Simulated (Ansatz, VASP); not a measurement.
**Hf in VASP and in Ansatz**

INCAR

```
SYSTEM = Hf
  PREC = Accurate
  ENCUT = 520
  EDIFF = 1E-7
  ISMEAR = 0
  SIGMA = 0.15
  LREAL = .FALSE.
  LASPH = .TRUE.
  NELM = 100
  ALGO = Fast
  ISIF = 2
  LWAVE = .FALSE.
  LCHARG = .TRUE.
  GGA = PS
  LELF = .TRUE.
  LVHAR = .TRUE.
  NBANDS = 11
```

The input KPOINTS:

```
regular mesh
0
G
  18 18 18
  0 0 0
```

The input POSCAR:

```
Hf
1.0
   -1.7508500000      1.8050000000      1.8050000000
    1.7508500000     -1.8050000000      1.8050000000
    1.7508500000      1.8050000000     -1.8050000000
Hf
1
Direct
    0.0000000000      0.0000000000      0.0000000000
```

Input for Ansatz:

```yaml
crystal:
  lattice:
    - [-1.75085, 1.805, 1.805]
    - [1.75085, -1.805, 1.805]
    - [1.75085, 1.805, -1.805]
  atoms:
    - { symbol: Hf, position: [0.0, 0.0, 0.0] }
basis:
  ecutwfc: 420
kpoints:
  mp_grid: { grid: [18, 18, 18] }
hamiltonian:
  xc: pbesol
scf:
  occupations: { method: gaussian, width: 0.15 }
output:
  forces: true
  stress: true
  eigenvalues: true
```

Change from the starting cell: strain -0.0300 x Voigt [1, 0, 0, 0, 0, 0], atoms carried along.

Alike in both runs: task single point; functional PBEsol; k mesh 18 × 18 × 18; occupations gaussian, width 0.15 eV; no spin polarisation.

```csv
,VASP,Ansatz
version,VASP 6.6.1,Ansatz 0.2.0
potentials or method,"VASP PAW PBE potentials, release 64 (Hf_pv), cutoff 520 eV","scalar-relativistic, plane waves, PAW"
valence electrons in the cell,10,26
```

Ansatz gave:

* gap on the k mesh at the Fermi level (eV): none
* pressure (GPa): -6.6
* traceless stress, the component that is largest in VASP (GPa): -0.97

Question: Which values does VASP return?

Answer: gap on the k mesh at the Fermi level (eV): none; pressure (GPa): -6.9; traceless stress, the component that is largest in VASP (GPa): -1.00.

VASP's potentials were made for PBE, not for PBEsol. A gap of «none» marks a metal or a gap that the smearing closes. The functional is the same, so the differences come from potentials, cutoffs and numerics. VASP's potentials hold 10 valence electrons a cell and Ansatz's 26, so a difference there can come from the potentials and not from the codes.

Neither program's run includes spin-orbit coupling.
